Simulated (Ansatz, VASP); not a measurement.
**GaN in VASP and in Ansatz**

```
Ga N
1.0
     0.00000    2.11000    2.11000
     2.11000    0.00000    2.11000
     2.11000    2.11000    0.00000
Ga N
1 1
Direct
  0.00000 0.00000 0.00000
  0.50000 0.50000 0.50000
```

Alike in both runs: task single point; functional PBEsol; k mesh 12 × 12 × 12; occupations gaussian, width 0.03 eV; no spin polarisation.

```csv
,VASP,Ansatz
version,VASP 6.6.1,Ansatz 0.2.0
potentials or method,"VASP PAW PBE potentials, release 64 (Ga_d, N), cutoff 600 eV","scalar-relativistic, plane waves, PAW"
valence electrons in the cell,18,18
```

|  | VASP | Ansatz | Ansatz less VASP |
| --- | --- | --- | --- |
| gap on the k mesh at the Fermi level (eV) | 0.54 | 0.55 | +0.010 |
| least direct gap on the mesh (eV) | 2.81 | 2.80 | -0.013 |
| pressure (GPa) | 0.2 | -0.1 | -0.25 |

VASP's potentials were made for PBE, not for PBEsol.
